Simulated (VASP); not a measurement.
# Si2C (P-6m2) in VASP: single point with PBE

Aim: the single point of Si2C with PBE.

All numbers are computed with VASP 6.6.1; they aren't measurements. Logs are shortened: lines on timing, memory, paths and dates and some standing lists are left out, and cuts for length are marked.

### Step 1. The cell of the first run

The structure is hexagonal, space group P-6m2 (No. 187). Conventional cell: a = 2.884 Å, b = 2.884 Å, c = 4.845 Å, α = 90.00°, β = 90.00°, γ = 120.00°. Si (site symmetry 3m) has 3 C at 2.06 Å and 2 Si at 2.42 to 2.43 Å within 2.7 Å. Within 2.7 Å of C (site symmetry -6m2) lie 6 Si at 2.06 Å.

### Step 2. Single point, PBE

Contents of POSCAR:

```
Si2C
1.0
    2.8837580061      0.0000000000      0.0000000000
   -1.4418790031      2.4974076916      0.0000000000
    0.0000000000      0.0000000000      4.8449002273
Si C
2 1
Direct
    0.0000000000      0.0000000000      0.7506875221
    0.0000000000      0.0000000000      0.2493124779
    0.3333333333      0.6666666667      0.0000000000
```

Contents of INCAR.step1:

```
PREC = Accurate
ENCUT = 520
EDIFF = 1E-6
ISMEAR = 0
SIGMA = 0.1
LREAL = F
LASPH = T
NELM = 60
ALGO = Normal
ISIF = 2
LWAVE = F
LCHARG = T
GGA = PE
NBANDS = 13
```

Contents of KPOINTS.step1:

```
regular mesh
0
Gamma
  18 18 10
```

Contents of INCAR.step2:

```
PREC = Accurate
ENCUT = 520
EDIFF = 1E-6
ISMEAR = -5
SIGMA = 0.1
LREAL = F
LASPH = T
NELM = 60
ALGO = Normal
ISIF = 2
LWAVE = F
LCHARG = F
GGA = PE
LORBIT = 10
NEDOS = 1001
ICHARG = 11
```

Contents of KPOINTS.step2:

```
regular mesh
0
Gamma
  27 27 15
```

Potentials or basis: VASP PAW PBE potentials, release 64 (Si, C).

Started as:

```
$ cat potpaw_PBE.64/Si/POTCAR potpaw_PBE.64/C/POTCAR > POTCAR
$ cp INCAR.step1 INCAR
$ cp KPOINTS.step1 KPOINTS
$ mpirun -np 1 vasp_std > vasp.out
$ cp INCAR.step2 INCAR
$ cp KPOINTS.step2 KPOINTS
$ mpirun -np 1 vasp_std > vasp.out
```

OUTCAR:

```text
PREC = Accurate
   ENCUT = 520
   EDIFF = 1E-6
   ISMEAR = -5
   LREAL = F
   LASPH = T
   NELM = 60
   ISIF = 2
   GGA = PE
   LORBIT = 10
   ICHARG = 11

 ion  position               nearest neighbor table
   1  0.000  0.000  0.751-   3 2.06   3 2.06   3 2.06   2 2.42   2 2.43
   2  0.000  0.000  0.249-   3 2.06   3 2.06   3 2.06   1 2.42   1 2.43
   3  0.333  0.667  0.000-   1 2.06   2 2.06   1 2.06   2 2.06   1 2.06   2 2.06

  LATTYP: Found a hexagonal cell.
 ALAT       =     2.8837580061
 C/A-ratio  =     1.6800647686

  Lattice vectors:

 A1 = (   2.8837580061,   0.0000000000,   0.0000000000)
 A2 = (  -1.4418790031,   2.4974076916,   0.0000000000)
 A3 = (   0.0000000000,   0.0000000000,   4.8449002273)

Analysis of symmetry for initial positions (statically):
=====================================================================
 Subroutine PRICEL returns:
 Original cell was already a primitive cell.

 Routine SETGRP: Setting up the symmetry group for a
 hexagonal supercell.

 Subroutine GETGRP returns: Found 12 space group operations
 (whereof 12 operations were pure point group operations)
 out of a pool of 24 trial point group operations.

The static configuration has the point symmetry D_3h.

Analysis of symmetry for dynamics (positions and initial velocities):
=====================================================================
 Subroutine PRICEL returns:
 Original cell was already a primitive cell.

 Routine SETGRP: Setting up the symmetry group for a
 hexagonal supercell.

 Subroutine GETGRP returns: Found 12 space group operations
 (whereof 12 operations were pure point group operations)
 out of a pool of 24 trial point group operations.

The dynamic configuration has the point symmetry D_3h.

 Subroutine INISYM returns: Found 12 space group operations
 (whereof 12 operations are pure point group operations),
 and found     1 'primitive' translations

----------------------------------------------------------------------------------------

                                     Primitive cell

  volume of cell :      34.8926

  direct lattice vectors                    reciprocal lattice vectors
     2.883758006  0.000000000  0.000000000     0.346769735  0.200207600  0.000000000
    -1.441879003  2.497407692  0.000000000     0.000000000  0.400415200  0.000000000
     0.000000000  0.000000000  4.844900227     0.000000000  0.000000000  0.206402599

  length of vectors
     2.883758006  2.883758006  4.844900227     0.400415200  0.400415200  0.206402599

  position of ions in fractional coordinates (direct lattice)
     0.000000000  0.000000000  0.750687522
     0.000000000  0.000000000  0.249312478
     0.333333333  0.666666667  0.000000000

  ion indices of the primitive-cell ions
   primitive index   ion index
                 1           1
                 2           2
                 3           3

----------------------------------------------------------------------------------------

 KPOINTS: regular mesh

Automatic generation of k-mesh.
 Grid dimensions read from file:
 generate k-points for:   27   27   15

 Generating k-lattice:

  Cartesian coordinates                     Fractional coordinates (reciprocal lattice)
     0.012843324  0.007415096  0.000000000     0.037037037  0.000000000  0.000000000
     0.000000000  0.014830193  0.000000000     0.000000000  0.037037037  0.000000000
     0.000000000  0.000000000  0.013760173     0.000000000  0.000000000  0.066666667

  Length of vectors
     0.014830193  0.014830193  0.013760173

  Shift w.r.t. Gamma in fractional coordinates (k-lattice)
     0.000000000  0.000000000  0.000000000

 TETIRR: Found  10722 inequivalent tetrahedra from    65610

 Subroutine IBZKPT returns following result:
 ===========================================

 Found    600 irreducible k-points:

 Following reciprocal coordinates:
            Coordinates               Weight
  0.000000  0.000000  0.000000      1.000000
  0.037037  0.000000  0.000000      6.000000
  0.074074  0.000000  0.000000      6.000000
  0.111111 -0.000000  0.000000      6.000000
  0.148148  0.000000  0.000000      6.000000
  0.185185  0.000000  0.000000      6.000000
[... 16 lines left out ...]
  0.333333  0.037037  0.000000     12.000000
  0.370370  0.037037  0.000000     12.000000
 [... further k-points ...]
   k-points           NKPTS =    600   k-points in BZ     NKDIM =    600   number of bands    NBANDS=     10
   number of dos      NEDOS =   1001   number of ions     NIONS =      3
   total plane-waves  NPLWV =  20736
   dimension x,y,z NGX =    24 NGY =   24 NGZ =   36
   dimension x,y,z NGXF=    48 NGYF=   48 NGZF=   72
   ions per type =               2   1
   NGX,Y,Z   is equivalent  to a cutoff of  13.84, 13.84, 12.35 a.u.
   NGXF,Y,Z  is equivalent  to a cutoff of  27.67, 27.67, 24.71 a.u.
 SYSTEM =  unknown system
   PREC   = accura    normal or accurate (medium, high low for compatibility)
   ISTART =      0    job   : 0-new  1-cont  2-samecut
   ICHARG =     11    charge: 1-file 2-atom 10-const
   ISPIN  =      1    spin polarized calculation?
   LNONCOLLINEAR =      F non collinear calculations
   LSORBIT =      F    spin-orbit coupling
   LASPH  =      T    aspherical Exc in radial PAW
   ENCUT  =  520.0 eV  38.22 Ry    6.18 a.u.   5.36  5.36  9.01*2*pi/ulx,y,z
   NELM   =     60;   NELMIN=  2; NELMDL=  0     # of ELM steps
   EDIFF  = 0.1E-05   stopping-criterion for ELM
   LREAL  =      F    real-space projection
   EDIFFG = 0.1E-04   stopping-criterion for IOM
   NSW    =      0    number of steps for IOM
   IBRION =     -1    ionic relax: 0-MD 1-quasi-New 2-CG
   NFREE  =      0    steps in history (QN), initial steepest desc. (CG)
   ISIF   =      2    stress and relaxation
   ISYM   =      2    0-nonsym 1-usesym 2-fastsym
   POTIM  = 0.5000    time-step for ionic-motion
   TEBEG  =    0.0;   TEEND  =   0.0 temperature during run
   PSTRESS=    0.0 pullay stress
   NELECT =      12.0000    total number of electrons
   NUPDOWN=      -1.0000    fix difference up-down
   EMIN   =  10.00;   EMAX   =-10.00  energy-range for DOS
   EFERMI =   0.00;   METHOD = LEGACY
   ISMEAR =    -5;   SIGMA  =   0.10  broadening in eV -4-tet -1-fermi 0-gaus
   EFERMI_NEDOS =   21; number of points for ismear=-14 and -15
   IALGO  =     38    algorithm
   IMIX   =      4    mixing-type and parameters
     AMIX     =   0.40;   BMIX     =  1.00
     AMIX_MAG =   1.60;   BMIX_MAG =  1.00
  volume/ion in A,a.u.               =      11.63        78.49
  Fermi-wavevector in a.u.,A,eV,Ry     =   1.146984  2.167486 17.899463  1.315573
  Thomas-Fermi vector in A             =   2.283666
   LORBIT       =     10    0 simple, 1 ext, 2 COOP (PROOUT), +10 PAW based schemes
   GGA     = PE    functional components
   LHFCALC =     F    Hartree Fock is set to
   AEXX    =    0.0000 exact exchange contribution
   IVDW    =     0    specifies the selected vdW correction
   LEPSILON=     F    determine dielectric tensor
   LRPA    =     F    only Hartree local field effects (RPA)
 non-spin polarized calculation
 Fermi weights with tetrahedron method with Bloechl corrections
  energy-cutoff  :      520.00
  volume of cell :       34.89
 maximum number of plane-waves:       966
 NGX is ok and might be reduce to    24

 number of electron      12.0000001 magnetization

 Free energy of the ion-electron system (eV)
  ---------------------------------------------------
  ext. energy  EPLUGINS =         0.00000000
  ---------------------------------------------------
  free energy    TOTEN  =       -17.72067903 eV

  energy without entropy =      -17.72067903  energy(sigma->0) =      -17.72067903

 E-fermi :  10.0523     XC(G=0): -11.4150

 val. band max:       10.0958418904   @ k =   0.2963   0.0370   0.0000
 cond. band min:       9.9207452729   @ k =   0.3704   0.2593   0.1333
 fundamental gap:     -0.1750966175
 Fermi energy:        10.0522820620

 k-point     1 :       0.0000    0.0000    0.0000
  band No.  band energies     occupation
      1      -7.1266      2.00000
      2      -0.2411      2.00000
      3       1.0613      2.00000
      4       8.8856      2.00000
      5       8.8856      2.00000
      6      13.7065      0.00000
      7      14.9276      0.00000
      8      16.1887      0.00000
      9      16.1887      0.00000
     10      17.0567      0.00000

 k-point     2 :       0.0370    0.0000    0.0000
  band No.  band energies     occupation
      1      -7.0983      2.00000
      2      -0.2117      2.00000
      3       1.0888      2.00000
      4       8.7082      2.00000
      5       8.8380      2.00000
      6      13.6882      0.00000
      7      14.9762      0.00000
      8      15.9615      0.00000
      9      16.2441      0.00000
     10      17.3286      0.00000

 k-point     3 :       0.0741    0.0000    0.0000
  band No.  band energies     occupation
      1      -7.0134      2.00000
      2      -0.1236      2.00000
      3       1.1712      2.00000
      4       8.2231      2.00000
      5       8.7028      2.00000
      6      13.6241      0.00000
      7      14.8531      0.00000
      8      15.8486      0.00000
      9      16.3925      0.00000
     10      17.7788      0.00000
[... 248 lines left out ...]
 k-point    23 :       0.3333    0.0370    0.0000
  band No.  band energies     occupation
      1      -4.6384      2.00000
      2       1.5325      2.00000
      3       2.2837      2.00000
      4       3.6826      2.00000
      5       6.7559      2.00000
      6       9.2586      2.00240
      7       9.9597      1.05418
      8      13.4349      0.00000
      9      15.2109      0.00000
     10      16.1088      0.00000

 k-point    24 :       0.3704    0.0370    0.0000
  band No.  band energies     occupation
      1      -4.1359      2.00000
      2       0.7598      2.00000
      3       2.7650      2.00000
      4       4.1217      2.00000
      5       6.5973      2.00000
      6       8.4727      2.00000
      7       9.2203      2.04943
      8      13.1333      0.00000
      9      15.0796      0.00000
     10      15.9821      0.00000

 [... further k-points ...]

------------------------ aborting loop because EDIFF is reached ----------------------------------------

  FORCE on cell =-STRESS in cart. coord.  units (eV):
  Direction    XX          YY          ZZ          XY          YZ          ZX
  --------------------------------------------------------------------------------------
  -------------------------------------------------------------------------------------
  Total       -0.0468720     -0.0468720      0.2359282      0.0000000      0.0000000      0.0000000
  in kB       -2.1522393     -2.1522393     10.8332133      0.0000000      0.0000000      0.0000000
  external PRESSURE =       2.1762449 kB  Pullay stress =       0.0000000 kB

 VOLUME and BASIS-vectors are now :
 -----------------------------------------------------------------------------
  energy-cutoff  :      520.00
  volume of cell :       34.89
      direct lattice vectors                 reciprocal lattice vectors
     2.883758006  0.000000000  0.000000000     0.346769735  0.200207600  0.000000000
    -1.441879003  2.497407692  0.000000000     0.000000000  0.400415200  0.000000000
     0.000000000  0.000000000  4.844900227     0.000000000  0.000000000  0.206402599

 POSITION                                       TOTAL-FORCE (eV/Angst)
 -----------------------------------------------------------------------------------
      0.00000      0.00000      3.63701         0.000000      0.000000      0.074894
      0.00000      0.00000      1.20789        -0.000000      0.000000     -0.074894
     -0.00000      1.66494      0.00000         0.000000     -0.000000      0.000000
 -----------------------------------------------------------------------------------
    total drift:                                0.000085     -0.000049     -0.000000

  FREE ENERGIE OF THE ION-ELECTRON SYSTEM (eV)
  ---------------------------------------------------
  free  energy   TOTEN  =       -17.7206790320 eV

  energy  without entropy=      -17.7206790320  energy(sigma->0) =      -17.72067903

 total charge

# of ion       s       p       d       tot
------------------------------------------
    1        0.775   0.781   0.000   1.556
    2        0.775   0.781   0.000   1.556
    3        0.866   1.551   0.000   2.417
--------------------------------------------------
tot          2.416   3.113   0.000   5.529
```

It took 3.3 min on 1 thread of Intel Xeon 8259CL, shared host; peak memory 0.32 GiB.

Results:

```yaml
Valence_electrons_inside_the_program's_atomic_spheres: Si 1.56; C 2.42
```

Levels at points of the mesh, in eV from the Fermi level:
```
           k point  band 2  band 3  band 4  band 5  band 6  band 7  band 8  band 9  band 10
(0.00, 0.00, 0.00)  -10.29   -8.99   -1.17   -1.17    3.65    4.88    6.14    6.14     7.00
```
